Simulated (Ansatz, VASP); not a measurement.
Two plane-wave programs on K4CuPb

```
CELL_PARAMETERS angstrom
7.54291 0.00000 0.00000
0.00000 7.54291 0.00000
0.00000 0.00000 7.54291
ATOMIC_POSITIONS crystal
K 0.23926 0.23926 0.23926
K 0.76074 0.76074 0.23926
K 0.76074 0.23926 0.76074
K 0.23926 0.76074 0.76074
Cu 0.00000 0.00000 0.00000
Pb 0.50000 0.50000 0.50000
```

Alike in both runs: functional PBE; k mesh 4 × 4 × 4; occupations gaussian, width 0.1 eV; no spin polarisation.

Ansatz relaxed the structure, and its values are those at the end. VASP's run is a single point on that final structure, the one shown.

```csv
,VASP,Ansatz
version,VASP 6.6.1,Ansatz 0.2.0
potentials or method,"VASP PAW PBE potentials, release 64 (K_sv, Cu, Pb_d), cutoff 520 eV","scalar-relativistic, plane waves, PAW"
valence electrons in the cell,61,69
```

|  | VASP | Ansatz | Ansatz less VASP |
| --- | --- | --- | --- |
| gap on the k mesh at the Fermi level (eV) | none | none | - |
| pressure (GPa) | 0.0 | 0.0 | +0.01 |
| rms of the force components (eV/Å) | 0.007 | 0.005 | -0.0016 |

A gap of «none» marks a metal or a gap that the smearing closes. With one functional, cell and mesh, what is left measures potentials, basis and numerics. VASP's potentials hold 61 valence electrons a cell and Ansatz's 69, so a difference there can come from the potentials and not from the codes.

Neither program's run includes spin-orbit coupling.
